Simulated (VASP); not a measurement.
# SiNi3 (Pm-3m) in VASP: notebook, part 2 of 2

VASP 6.6.1. The steps go on from the part before.

**4. Single point, PBE, collinear spin, ferromagnetic start**

The input, INCAR:

```
SYSTEM = SiNi3
PREC = Accurate
ENCUT = 520
EDIFF = 1E-6
ISMEAR = 0
SIGMA = 0.016
LREAL = .FALSE.
LASPH = .TRUE.
NELM = 150
ALGO = Normal
ISIF = 2
LWAVE = .FALSE.
LCHARG = .TRUE.
ISPIN = 2
MAGMOM = 1 1 1 0
LORBIT = 11
LMAXMIX = 4
GGA = PE
LELF = .TRUE.
LVHAR = .TRUE.
NBANDS = 29
```

The input, KPOINTS:

```
Automatic mesh
0
G
  8 8 8
  0 0 0
```

The input, POSCAR:

```
SiNi3
1.0
    3.5420000000      0.0000000000      0.0000000000
    0.0000000000      3.5420000000      0.0000000000
    0.0000000000      0.0000000000      3.5420000000
Ni Si
3 1
Direct
    0.5000000000      0.5000000000      0.0000000000
    0.5000000000      0.0000000000      0.5000000000
    0.0000000000      0.5000000000      0.5000000000
    0.0000000000      0.0000000000      0.0000000000
```

Run with:

```sh
$ cat potpaw_PBE.64/Ni/POTCAR potpaw_PBE.64/Si/POTCAR > POTCAR
$ mpirun -np 1 vasp_std > vasp.out
```

Wall time 74 s (1 thread of AMD EPYC 7R43 (Zen 3), shared host); peak memory 0.17 GiB.

It converged, with:

```yaml
Free_energy: -23.6536 eV
Pressure: -6.0 GPa
Band_gap_on_the_k_mesh: zero (filled and empty bands overlap)
Net_moment: 0.00 μB per cell
Valence_electrons_inside_the_program's_atomic_spheres: Ni 9.40; Si 1.53
```

Levels at points of the mesh, in eV from the Fermi level:
Spin up:
| k point | band 15 | band 16 | band 17 | band 18 | band 19 | band 20 |
| --- | --- | --- | --- | --- | --- | --- |
| (0.00, 0.00, 0.00) | -0.61 | -0.30 | 0.02 | 0.02 | 0.02 | 4.53 |
| (0.50, 0.00, 0.00) | -1.11 | -0.54 | 0.02 | 3.47 | 3.47 | 4.96 |
| (0.50, 0.50, 0.00) | -1.07 | -0.98 | -0.92 | 0.61 | 0.61 | 5.39 |
| (0.50, 0.50, 0.50) | -1.20 | -0.34 | -0.21 | -0.21 | -0.21 | 1.06 |
Spin down:
| k point | band 14 | band 15 | band 16 | band 17 | band 18 | band 19 | band 20 | band 21 |
| --- | --- | --- | --- | --- | --- | --- | --- | --- |
| (0.00, 0.00, 0.00) | -0.61 | -0.61 | -0.30 | 0.02 | 0.02 | 0.02 | 4.53 | 6.17 |
| (0.50, 0.00, 0.00) | -1.24 | -1.11 | -0.54 | 0.02 | 3.47 | 3.47 | 4.96 | 5.18 |
| (0.50, 0.50, 0.00) | -1.37 | -1.07 | -0.98 | -0.91 | 0.61 | 0.61 | 5.39 | 6.17 |
| (0.50, 0.50, 0.50) | -1.20 | -1.20 | -0.34 | -0.21 | -0.21 | -0.21 | 1.06 | 3.88 |

**5. Single point, PBE, collinear spin, ferromagnetic start**

The input, INCAR:

```
SYSTEM = SiNi3
PREC     = Accurate       ! precision mode
ENCUT    = 520            ! plane-wave cutoff, eV
EDIFF    = 1E-6           ! SCF threshold, eV
ISMEAR   = 0              ! smearing method
SIGMA    = 0.017          ! smearing width, eV
LREAL    = .False.        ! projectors in reciprocal space
LASPH    = .True.         ! aspherical terms in the spheres
NELM     = 150            ! most SCF steps
ALGO     = Fast           ! electronic algorithm
ISIF     = 2              ! what is computed and relaxed
LWAVE    = .False.        ! write WAVECAR
LCHARG   = .False.        ! write CHGCAR
ISPIN    = 2              ! spin polarisation
MAGMOM   = 1 1 1 0        ! initial moments
LORBIT   = 11             ! projections on sites
LMAXMIX  = 4              ! l up to which the mixer works
GGA      = PE             ! functional
NBANDS   = 29             ! bands
```

The input, KPOINTS:

```
regular mesh
0
Gamma
  8 8 8
  0 0 0
```

POSCAR is that of step 4.

Potentials or basis: VASP PAW PBE potentials, release 64 (Ni, Si).

Run with:

```sh
$ cat potpaw_PBE.64/Ni/POTCAR potpaw_PBE.64/Si/POTCAR > POTCAR
$ mpirun -np 1 vasp_std > vasp.out
```

OUTCAR:

```text
SYSTEM = SiNi3
   PREC = Accurate
   ENCUT = 520
   EDIFF = 1E-6
   ISMEAR = 0
   LREAL = .False.
   LASPH = .True.
   NELM = 150
   ISIF = 2
   ISPIN = 2
   LORBIT = 11
   GGA = PE

 ion  position               nearest neighbor table
   1  0.500  0.500  0.000-   2 2.50   3 2.50   4 2.50   2 2.50   3 2.50   2 2.50   4 2.50   2 2.50
                             3 2.50   4 2.50   3 2.50   4 2.50
   2  0.500  0.000  0.500-   1 2.50   3 2.50   4 2.50   1 2.50   4 2.50   1 2.50   3 2.50   1 2.50
                             3 2.50   4 2.50   4 2.50   3 2.50
   3  0.000  0.500  0.500-   1 2.50   2 2.50   4 2.50   1 2.50   4 2.50   2 2.50   4 2.50   4 2.50
                             1 2.50   2 2.50   1 2.50   2 2.50
   4  0.000  0.000  0.000-   1 2.50   2 2.50   3 2.50   2 2.50   3 2.50   1 2.50   3 2.50   3 2.50
                             1 2.50   2 2.50   2 2.50   1 2.50

  LATTYP: Found a simple cubic cell.
 ALAT       =     3.5420000000

  Lattice vectors:

 A1 = (   3.5420000000,   0.0000000000,   0.0000000000)
 A2 = (   0.0000000000,   3.5420000000,   0.0000000000)
 A3 = (   0.0000000000,   0.0000000000,   3.5420000000)

Analysis of symmetry for initial positions (statically):
[... 1750 lines left out ...]
  --------------------------------------------------------------------------------------
  -------------------------------------------------------------------------------------
  Total       -1.6650616     -1.6650616     -1.6650616      0.0000000     -0.0000000      0.0000000
  in kB      -60.0337158    -60.0337158    -60.0337158      0.0000000     -0.0000000      0.0000000
  external PRESSURE =     -60.0337158 kB  Pullay stress =       0.0000000 kB

 VOLUME and BASIS-vectors are now :
 -----------------------------------------------------------------------------
  energy-cutoff  :      520.00
  volume of cell :       44.44
      direct lattice vectors                 reciprocal lattice vectors
     3.542000000  0.000000000  0.000000000     0.282326369  0.000000000  0.000000000
     0.000000000  3.542000000  0.000000000     0.000000000  0.282326369  0.000000000
     0.000000000  0.000000000  3.542000000     0.000000000  0.000000000  0.282326369

 POSITION                                       TOTAL-FORCE (eV/Angst)
 -----------------------------------------------------------------------------------
      1.77100      1.77100      0.00000         0.000000      0.000000      0.000000
      1.77100      0.00000      1.77100         0.000000      0.000000      0.000000
      0.00000      1.77100      1.77100         0.000000      0.000000      0.000000
      0.00000      0.00000      0.00000         0.000000      0.000000      0.000000
 -----------------------------------------------------------------------------------
    total drift:                                0.000000      0.000000      0.000000

  FREE ENERGIE OF THE ION-ELECTRON SYSTEM (eV)
  ---------------------------------------------------
  free  energy   TOTEN  =       -23.6536644817 eV

  energy  without entropy=      -23.6532647766  energy(sigma->0) =      -23.65346463

 total charge

# of ion       s       p       d       tot
------------------------------------------
    1        0.471   0.538   8.395   9.404
    2        0.471   0.538   8.395   9.404
    3        0.471   0.538   8.395   9.404
    4        0.730   0.804   0.000   1.534
--------------------------------------------------
tot          2.143   2.419  25.185  29.747

 magnetization (x)

# of ion       s       p       d       tot
------------------------------------------
    1       -0.000  -0.000   0.000   0.000
    2       -0.000  -0.000   0.000   0.000
    3       -0.000  -0.000   0.000   0.000
    4        0.000  -0.000   0.000  -0.000
--------------------------------------------------
tot         -0.000  -0.000   0.001   0.000
```

OSZICAR:

```text
N       E                     dE             d eps       ncg     rms          rms(c)
DAV:   1     0.206970756121E+03    0.20697E+03   -0.14523E+04  4172   0.153E+03
DAV:   2    -0.126302356446E+02   -0.21960E+03   -0.20369E+03  4065   0.300E+02
DAV:   3    -0.268321155248E+02   -0.14202E+02   -0.13265E+02  4629   0.916E+01
DAV:   4    -0.270957151549E+02   -0.26360E+00   -0.26300E+00  4570   0.122E+01
DAV:   5    -0.271028588705E+02   -0.71437E-02   -0.71430E-02  4994   0.177E+00    0.198E+01
RMM:   6    -0.276784031697E+02   -0.57554E+00   -0.28362E+01  4625   0.532E+01    0.203E+01
RMM:   7    -0.237145836277E+02    0.39638E+01   -0.75862E+00  4364   0.277E+01    0.428E+00
RMM:   8    -0.236576924657E+02    0.56891E-01   -0.10721E-01  4403   0.234E+00    0.116E+00
RMM:   9    -0.236552518766E+02    0.24406E-02   -0.21944E-02  4888   0.107E+00    0.566E-01
RMM:  10    -0.236541831241E+02    0.10688E-02   -0.53372E-03  5280   0.407E-01    0.331E-01
RMM:  11    -0.236537596222E+02    0.42350E-03   -0.97405E-04  5525   0.181E-01    0.173E-01
RMM:  12    -0.236536541670E+02    0.10546E-03   -0.18469E-04  5111   0.986E-02    0.474E-02
RMM:  13    -0.236536673235E+02   -0.13156E-04   -0.58857E-05  5545   0.450E-02    0.247E-02
RMM:  14    -0.236536650692E+02    0.22543E-05   -0.13126E-05  4996   0.205E-02    0.973E-03
RMM:  15    -0.236536644817E+02    0.58750E-06   -0.27669E-06  3663   0.996E-03
   1 F= -.23653664E+02 E0= -.23653465E+02  d E =-.399705E-03  mag=     0.0006
```

stdout:

```text
POSCAR found type information on POSCAR NiSi
 POSCAR found :  2 types and       4 ions
 scaLAPACK will be used
 LDA part: xc-table for (Slater+PW92), standard interpolation
 POSCAR, INCAR and KPOINTS ok, starting setup
 FFT: planning ... GRIDC
 FFT: planning ... GRID_SOFT
 FFT: planning ... GRID
 WAVECAR not read
 entering main loop
```

Wall time 72 s (1 thread of AMD EPYC 7R43 (Zen 3), shared host); peak memory 0.17 GiB.

What came out:

| Item | Value |
| --- | --- |
| Free energy | -23.6537 eV |
| Pressure | -6.0 GPa |
| Band gap on the k mesh | zero (filled and empty bands overlap) |
| Net moment | 0.00 μB per cell |
| Valence electrons inside the program's atomic spheres | Ni 9.40; Si 1.53 |

Levels at points of the mesh, in eV from the Fermi level:
Spin up:
| k point | band 14 | band 15 | band 16 | band 17 | band 18 | band 19 | band 20 | band 21 |
| --- | --- | --- | --- | --- | --- | --- | --- | --- |
| (0.00, 0.00, 0.00) | -0.61 | -0.61 | -0.30 | 0.02 | 0.02 | 0.02 | 4.53 | 6.17 |
| (0.50, 0.00, 0.00) | -1.24 | -1.11 | -0.54 | 0.02 | 3.47 | 3.47 | 4.96 | 5.18 |
| (0.50, 0.50, 0.00) | -1.37 | -1.07 | -0.98 | -0.91 | 0.61 | 0.61 | 5.39 | 6.17 |
| (0.50, 0.50, 0.50) | -1.20 | -1.20 | -0.34 | -0.21 | -0.21 | -0.21 | 1.06 | 3.88 |
Spin down:
| k point | band 14 | band 15 | band 16 | band 17 | band 18 | band 19 | band 20 | band 21 |
| --- | --- | --- | --- | --- | --- | --- | --- | --- |
| (0.00, 0.00, 0.00) | -0.61 | -0.61 | -0.30 | 0.02 | 0.02 | 0.02 | 4.53 | 6.17 |
| (0.50, 0.00, 0.00) | -1.24 | -1.11 | -0.54 | 0.02 | 3.47 | 3.47 | 4.96 | 5.18 |
| (0.50, 0.50, 0.00) | -1.37 | -1.07 | -0.98 | -0.91 | 0.61 | 0.61 | 5.39 | 6.17 |
| (0.50, 0.50, 0.50) | -1.20 | -1.20 | -0.34 | -0.21 | -0.21 | -0.21 | 1.06 | 3.88 |

**6. Overview**

| smearing | gap on the mesh (eV) | pressure (GPa) | moment (μB) |
| --- | --- | --- | --- |
| gaussian 0.014 eV | none | -6.0 | 0.00 |
| gaussian 0.015 eV | none | -6.0 | 0.00 |
| gaussian 0.016 eV | none | -6.0 | 0.00 |
| gaussian 0.017 eV | none | -6.0 | 0.00 |

Alike in all rows: task single point; level PBE; potentials or basis VASP PAW PBE potentials, release 64 (Ni, Si); spin collinear, ferromagnetic start; cell as given; k mesh 8 × 8 × 8; cutoff (eV) 520.

Every run on the cell as given and a fine mesh finds a metal.

Absolute energies hang on the potentials; compare differences alone.
